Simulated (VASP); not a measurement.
# SrGa15O23 (a cell with a defect) in VASP: single point with PBE

Aim: the single point of SrGa15O23 (a cell with a defect) with PBE.

All numbers are computed with VASP 6.6.1; they aren't measurements. Logs are shortened: lines on timing, memory, paths and dates and some standing lists are left out, and cuts for length are marked.

## (1) The cell of the first run

The cell holds a defect, 39 atoms: a = 5.399 Å, b = 10.798 Å, c = 10.798 Å, α = 55.86°, β = 55.86°, γ = 55.86°.

## (2) Single point, PBE

The input, INCAR:

```
ALGO = Normal
EDIFF = 1E-6
ENCUT = 520
GGA = PE
GGA_COMPAT = False
ISIF = 2
ISMEAR = -1
LASPH = True
LCHARG = True
LELF = True
LREAL = Auto
LVHAR = True
LWAVE = False
NBANDS = 196
NELECT = 342.0
NELM = 120
PREC = Accurate
SIGMA = 0.01
```

The input, KPOINTS:

```
Automatic mesh
0
Gamma
  2 2 2
  0.5 0.5 0.5
```

The input, POSCAR:

```
SrGa15O23
1.0
    2.5289754451      1.4601046709      4.5413080054
   -5.0579508901      2.9202093417      9.0826160107
    0.0000000000     -5.8404185822      9.0826160433
Sr Ga O
1 15 23
Direct
    0.9896477129      0.4073078807      0.4489913042
    0.7242511171      0.3359094144      0.3068156022
    0.1412335922      0.0770070476      0.0753543649
    0.3789063328      0.1765754746      0.1700977079
    0.8367220009      0.4313679930      0.9386774798
    0.6366067965      0.3219297000      0.8246210454
    0.1302694027      0.0441838574      0.5828658672
    0.3715982835      0.1631603581      0.6946599356
    0.8550523950      0.9327710435      0.4255436408
    0.6360016160      0.8256596681      0.3233314256
    0.1318307065      0.5821538443      0.0693111011
    0.3385124070      0.6862791111      0.1787999639
    0.8465480387      0.9283134045      0.9322000992
    0.6420902389      0.8151161744      0.8223500289
    0.1526798880      0.5706802066      0.5718860139
    0.3631388154      0.6682447952      0.6816406647
    0.7636470567      0.2252467381      0.0156837199
    0.4387633568      0.0368839502      0.3765683111
    0.1024913567      0.3722923709      0.2112203376
    0.9402077730      0.1328017874      0.2767993237
    0.5555480817      0.4706829994      0.1340328341
    0.7503351126      0.2110367014      0.5284093282
    0.4494387032      0.0208398419      0.8830768944
    0.0590627396      0.3699134593      0.6941151762
    0.2434690379      0.2774614223      0.9704624476
    0.9499603597      0.1281960418      0.7614405397
    0.5060901707      0.4780700093      0.6437878985
    0.7363769213      0.7250212158      0.0276326309
    0.4146123936      0.5203956453      0.3767277111
    0.0457995682      0.8846717634      0.2247574501
    0.2442623842      0.7797202758      0.4730174495
    0.9421642921      0.6535049431      0.2507641490
    0.5502819248      0.9812808865      0.1245458491
    0.7479202146      0.7226895937      0.5246850597
    0.4473657176      0.5244075661      0.8801782188
    0.0428883745      0.8600029259      0.7309192089
    0.2466799375      0.7832274626      0.9638279590
    0.9274695074      0.6221001178      0.7789876056
    0.5331923517      0.9819459229      0.6214371785
```

Potentials or basis: VASP PAW PBE potentials, release 64 (Sr_sv, Ga_d, O).

On the command line:

```
> cat potpaw_PBE.64/Sr_sv/POTCAR potpaw_PBE.64/Ga_d/POTCAR potpaw_PBE.64/O/POTCAR > POTCAR
> mpirun -np 1 vasp_std > vasp.out
```

OUTCAR:

```text
EDIFF = 1E-6
   ENCUT = 520
   GGA = PE
   ISIF = 2
   ISMEAR = -1
   LASPH = True
   LREAL = Auto
   NELECT = 342.0
   NELM = 120
   PREC = Accurate

 ion  position               nearest neighbor table
   1  0.990  0.407  0.449-  32 2.28  27 2.29  19 2.49  22 2.59  24 2.66  29 2.73  26 3.00  29 3.02
                            21 3.07   7 3.09   2 3.12   6 3.17   2 3.17  11 3.22   8 3.23  34 3.30
   2  0.724  0.336  0.307-  19 1.86  20 1.94  21 1.95  29 1.97  22 2.03   4 2.79   1 3.12   1 3.17

   3  0.141  0.077  0.075-  30 1.92  17 1.95  23 1.96  25 2.04  20 2.09  33 2.09   4 2.85
   4  0.379  0.177  0.170-  19 1.91  17 1.93  18 1.96  33 2.00  25 2.15  20 2.18   2 2.79   3 2.85
                             6 2.89   1 3.89
   5  0.837  0.431  0.939-  21 1.90  38 1.91  25 1.95  35 2.06  17 2.08
   6  0.637  0.322  0.825-  27 1.92  25 1.94  26 2.01  17 2.05  24 2.09  35 2.11   4 2.89  16 2.90
                             1 3.17
   7  0.130  0.044  0.583-  36 1.84  18 1.90  22 1.95  26 2.09  39 2.10  13 2.92   1 3.09
   8  0.372  0.163  0.695-  23 1.84  24 1.90  22 1.92  39 2.06  26 2.16  14 2.91   1 3.23
   9  0.855  0.933  0.426-  31 1.94  20 1.96  39 1.97  30 2.05  18 2.10  34 2.16  10 2.90
  10  0.636  0.826  0.323-  32 1.88  31 1.94  33 1.96  34 2.08  30 2.15  18 2.17   9 2.90   1 3.50
[... 18 lines left out ...]
  23  0.449  0.021  0.883-   8 1.84   3 1.96  13 2.04  14 2.17
  24  0.059  0.370  0.694-   8 1.90  15 1.99   6 2.09   1 2.66
  25  0.243  0.277  0.970-   6 1.94   5 1.95   3 2.04   4 2.15
  26  0.950  0.128  0.761-   6 2.01  13 2.02   7 2.09   8 2.16   1 3.00
  27  0.506  0.478  0.644-   6 1.92  16 1.95  15 1.97   1 2.29
  28  0.736  0.725  0.028-  11 1.93  12 1.94  14 2.10  13 2.12
  29  0.415  0.520  0.377-  12 1.95  15 1.95   2 1.97   1 2.73   1 3.02
  30  0.046  0.885  0.225-   3 1.92  12 1.96   9 2.05  10 2.15
  31  0.244  0.780  0.473-   9 1.94  10 1.94  15 2.11  16 2.16
  32  0.942  0.654  0.251-  10 1.88  12 2.00  11 2.01   1 2.28
  33  0.550  0.981  0.125-  13 1.94  10 1.96   4 2.00   3 2.09
  34  0.748  0.723  0.525-  16 1.96  15 2.00  10 2.08   9 2.16   1 3.30
  35  0.447  0.524  0.880-  16 1.94  11 1.95   5 2.06   6 2.11
  36  0.043  0.860  0.731-   7 1.84  16 1.94  14 2.03  13 2.17
  37  0.247  0.783  0.964-  14 1.89  13 1.91  11 2.08  12 2.17
  38  0.927  0.622  0.779-  14 1.90   5 1.91  15 2.09  16 2.20
  39  0.533  0.982  0.621-   9 1.97  14 2.04   8 2.06   7 2.10

  LATTYP: Found a base centered monoclinic cell.
 ALAT       =    14.7964817519
 B/A-ratio  =     0.6836693986
 C/A-ratio  =     0.3648959281
 COS(beta)  =    -0.0893300005

  Lattice vectors:

 A1 = (   7.5869263352,  -1.4601046708,  -4.5413080053)
 A2 = (   2.5289754451,   7.3005232531,  -4.5413080379)
 A3 = (   2.5289754451,   1.4601046709,   4.5413080054)

Analysis of symmetry for initial positions (statically):
=====================================================================
 Subroutine PRICEL returns:
 Original cell was already a primitive cell.

 Routine SETGRP: Setting up the symmetry group for a
 base centered monoclinic supercell.

 Subroutine GETGRP returns: Found  1 space group operations
 (whereof  1 operations were pure point group operations)
 out of a pool of  4 trial point group operations.

The static configuration has the point symmetry C_1 .

Analysis of symmetry for dynamics (positions and initial velocities):
=====================================================================
 Subroutine PRICEL returns:
 Original cell was already a primitive cell.

 Routine SETGRP: Setting up the symmetry group for a
 base centered monoclinic supercell.

 Subroutine GETGRP returns: Found  1 space group operations
 (whereof  1 operations were pure point group operations)
 out of a pool of  4 trial point group operations.

The dynamic configuration has the point symmetry C_1 .

 Subroutine INISYM returns: Found  1 space group operations
 (whereof  1 operations are pure point group operations),
 and found     1 'primitive' translations

----------------------------------------------------------------------------------------

                                     Primitive cell

  volume of cell :     402.4582

  direct lattice vectors                    reciprocal lattice vectors
     2.528975445  1.460104671  4.541308005     0.197708523  0.114147069  0.073400291
    -5.057950890  2.920209342  9.082616011    -0.098854262  0.057073535  0.036700146
     0.000000000 -5.840418582  9.082616043     0.000000000 -0.114147069  0.036700146

  length of vectors
     5.399175942 10.798351884 10.798351884     0.239803704  0.119901852  0.119901852

  position of ions in fractional coordinates (direct lattice)
     0.989647713  0.407307881  0.448991304
     0.724251117  0.335909414  0.306815602
     0.141233592  0.077007048  0.075354365
     0.378906333  0.176575475  0.170097708
     0.836722001  0.431367993  0.938677480
     0.636606796  0.321929700  0.824621045
[... 31 lines left out ...]
     0.927469507  0.622100118  0.778987606
     0.533192352  0.981945923  0.621437179

  ion indices of the primitive-cell ions
   primitive index   ion index
                 1           1
                 2           2
                 3           3
                 4           4
                 5           5
                 6           6
[... 31 lines left out ...]
                38          38
                39          39

----------------------------------------------------------------------------------------

 KPOINTS: Automatic mesh

Automatic generation of k-mesh.
 Grid dimensions read from file:
 generate k-points for:    2    2    2

 Generating k-lattice:

  Cartesian coordinates                     Fractional coordinates (reciprocal lattice)
     0.098854262  0.057073535  0.036700146     0.500000000  0.000000000  0.000000000
    -0.049427131  0.028536767  0.018350073     0.000000000  0.500000000  0.000000000
     0.000000000 -0.057073534  0.018350073     0.000000000  0.000000000  0.500000000

  Length of vectors
     0.119901852  0.059950926  0.059950926

  Shift w.r.t. Gamma in fractional coordinates (k-lattice)
     0.500000000  0.500000000  0.500000000

 Subroutine IBZKPT returns following result:
 ===========================================

 Found      4 irreducible k-points:

 Following reciprocal coordinates:
            Coordinates               Weight
  0.250000  0.250000  0.250000      2.000000
 -0.250000  0.250000  0.250000      2.000000
  0.250000 -0.250000  0.250000      2.000000
 -0.250000 -0.250000  0.250000      2.000000
   k-points           NKPTS =      4   k-points in BZ     NKDIM =      4   number of bands    NBANDS=    196
   number of dos      NEDOS =    301   number of ions     NIONS =     39
   total plane-waves  NPLWV = 256000
   dimension x,y,z NGX =    40 NGY =   80 NGZ =   80
   dimension x,y,z NGXF=    80 NGYF=  160 NGZF=  160
   ions per type =               1  15  23
   NGX,Y,Z   is equivalent  to a cutoff of  12.32, 12.32, 12.32 a.u.
   NGXF,Y,Z  is equivalent  to a cutoff of  24.63, 24.63, 24.63 a.u.
 SYSTEM =  unknown system
   PREC   = accura    normal or accurate (medium, high low for compatibility)
   ISTART =      0    job   : 0-new  1-cont  2-samecut
   ICHARG =      2    charge: 1-file 2-atom 10-const
   ISPIN  =      1    spin polarized calculation?
   LNONCOLLINEAR =      F non collinear calculations
   LSORBIT =      F    spin-orbit coupling
   LASPH  =      T    aspherical Exc in radial PAW
   ENCUT  =  520.0 eV  38.22 Ry    6.18 a.u.  10.04 20.08 20.08*2*pi/ulx,y,z
   NELM   =    120;   NELMIN=  2; NELMDL= -5     # of ELM steps
   EDIFF  = 0.1E-05   stopping-criterion for ELM
   LREAL  =      T    real-space projection
   EDIFFG = 0.1E-04   stopping-criterion for IOM
   NSW    =      0    number of steps for IOM
   IBRION =     -1    ionic relax: 0-MD 1-quasi-New 2-CG
   NFREE  =      0    steps in history (QN), initial steepest desc. (CG)
   ISIF   =      2    stress and relaxation
   ISYM   =      2    0-nonsym 1-usesym 2-fastsym
   POTIM  = 0.5000    time-step for ionic-motion
   TEBEG  =    0.0;   TEEND  =   0.0 temperature during run
   PSTRESS=    0.0 pullay stress
   NELECT =     342.0000    total number of electrons
   NUPDOWN=      -1.0000    fix difference up-down
   EMIN   =  10.00;   EMAX   =-10.00  energy-range for DOS
   EFERMI =   0.00;   METHOD = LEGACY
   ISMEAR =    -1;   SIGMA  =   0.01  broadening in eV -4-tet -1-fermi 0-gaus
   EFERMI_NEDOS =   21; number of points for ismear=-14 and -15
   IALGO  =     38    algorithm
   IMIX   =      4    mixing-type and parameters
     AMIX     =   0.40;   BMIX     =  1.00
     AMIX_MAG =   1.60;   BMIX_MAG =  1.00
  volume/ion in A,a.u.               =      10.32        69.64
  Fermi-wavevector in a.u.,A,eV,Ry     =   1.550636  2.930278 32.714838  2.404473
  Thomas-Fermi vector in A             =   2.655271
   LORBIT       =      0    0 simple, 1 ext, 2 COOP (PROOUT), +10 PAW based schemes
   GGA     = PE    functional components
   LHFCALC =     F    Hartree Fock is set to
   AEXX    =    0.0000 exact exchange contribution
   IVDW    =     0    specifies the selected vdW correction
   LEPSILON=     F    determine dielectric tensor
   LRPA    =     F    only Hartree local field effects (RPA)
 non-spin polarized calculation
  energy-cutoff  :      520.00
  volume of cell :      402.46
 maximum number of plane-waves:     10842
   NGX = 21   NGY = 41   NGZ = 41

 number of electron     341.9999990 magnetization

 Free energy of the ion-electron system (eV)
  ---------------------------------------------------
  ext. energy  EPLUGINS =         0.00000000
  ---------------------------------------------------
  free energy    TOTEN  =      -235.46143097 eV

  energy without entropy =     -235.46143097  energy(sigma->0) =     -235.46143097

 E-fermi :   4.3336     XC(G=0): -11.8314

 val. band max:        4.0271400093   @ k =  -0.2500   0.2500   0.2500
 cond. band min:       7.1162644578   @ k =   0.2500   0.2500   0.2500
 fundamental gap:      3.0891244485
 Fermi energy:         4.3336447424

 k-point     1 :       0.2500    0.2500    0.2500
  band No.  band energies     occupation
      1     -27.7489      2.00000
      2     -14.5475      2.00000
      3     -13.9822      2.00000
      4     -13.8147      2.00000
      5     -13.7239      2.00000
      6     -13.6877      2.00000
[... 733 lines left out ...]
    182      10.8815      0.00000
    183      10.9519      0.00000
 [bands above 183 left out]

------------------------ aborting loop because EDIFF is reached ----------------------------------------

  FORCE on cell =-STRESS in cart. coord.  units (eV):
  Direction    XX          YY          ZZ          XY          YZ          ZX
  --------------------------------------------------------------------------------------
  -------------------------------------------------------------------------------------
  Total        2.3448880      9.6166860      0.6341202      0.0322465      1.3885517      0.3427354
  in kB        9.3349476     38.2838159      2.5244185      0.1283726      5.5277940      1.3644220
  external PRESSURE =      16.7143940 kB  Pullay stress =       0.0000000 kB

 VOLUME and BASIS-vectors are now :
 -----------------------------------------------------------------------------
  energy-cutoff  :      520.00
  volume of cell :      402.46
      direct lattice vectors                 reciprocal lattice vectors
     2.528975445  1.460104671  4.541308005     0.197708523  0.114147069  0.073400291
    -5.057950890  2.920209342  9.082616011    -0.098854262  0.057073535  0.036700146
     0.000000000 -5.840418582  9.082616043     0.000000000 -0.114147069  0.036700146

 POSITION                                       TOTAL-FORCE (eV/Angst)
 -----------------------------------------------------------------------------------
      0.44265      0.01212     12.27173         0.085908      0.008965      0.011230
      0.13260      0.24648      9.12667        -0.015682     -0.025668     -0.012832
     -0.03232     -0.00901      2.02523        -0.000446      0.011928     -0.024507
      0.06513      0.07544      4.86943        -0.023362     -0.001497      0.012717
     -0.06579     -3.00088     16.24341         0.007265      0.023464     -0.009743
     -0.01834     -2.94652     13.30471         0.005749     -0.001299     -0.020900
[... 31 lines left out ...]
     -0.80100     -1.37875     16.93747         0.006092      0.011840     -0.025314
     -3.61820      0.01655     16.98430        -0.008103     -0.018414      0.005442
 -----------------------------------------------------------------------------------
    total drift:                               -0.015485      0.010743      0.001559

  FREE ENERGIE OF THE ION-ELECTRON SYSTEM (eV)
  ---------------------------------------------------
  free  energy   TOTEN  =      -235.4614309700 eV

  energy  without entropy=     -235.4614309700  energy(sigma->0) =     -235.46143097
```

Run time: 34 min. Hardware: 1 thread of Intel Xeon 8259CL, shared host; peak memory 0.69 GiB.

What came out:

| Property | Result |
| --- | --- |
| Free energy | -235.4614 eV |
| Largest force | 0.087 eV/Å |

Forces on the atoms (eV/Å):
```
Sr   0.086  0.009  0.011
Ga  -0.016 -0.026 -0.013
Ga   0.000  0.012 -0.025
Ga  -0.023 -0.001  0.013
Ga   0.007  0.023 -0.010
Ga   0.006 -0.001 -0.021
Ga  -0.015  0.021  0.011
Ga  -0.007  0.016  0.002
Ga   0.004 -0.011  0.017
Ga   0.001 -0.009 -0.011
Ga   0.023 -0.003 -0.006
Ga   0.006  0.007  0.024
Ga  -0.004  0.019  0.007
Ga  -0.012  0.004 -0.003
Ga   0.020 -0.004 -0.006
Ga  -0.017 -0.003  0.012
O   -0.007  0.030  0.000
O    0.002 -0.002  0.003
O    0.012  0.008 -0.001
O    0.006 -0.011 -0.011
O   -0.016 -0.008 -0.035
O    0.000  0.017 -0.005
O    0.016 -0.022 -0.002
O   -0.016 -0.018  0.031
O    0.000 -0.003 -0.010
O    0.011 -0.028 -0.023
O   -0.011 -0.031 -0.015
O   -0.009  0.017  0.008
O   -0.009 -0.010  0.027
O    0.003  0.002 -0.011
O   -0.010 -0.006  0.004
O   -0.028  0.028 -0.019
O    0.005  0.010  0.022
O   -0.011  0.003  0.015
O    0.019  0.009  0.031
O   -0.009 -0.018  0.002
O   -0.003 -0.011  0.006
O    0.006  0.012 -0.025
O   -0.008 -0.018  0.005
```

Caveat: the k points lie up to 0.58 Å⁻¹ apart; the cell carries a net charge on a neutralising background, which shifts energy and pressure; the cell is charged against a uniform background, so pressure and absolute levels hang on convention.
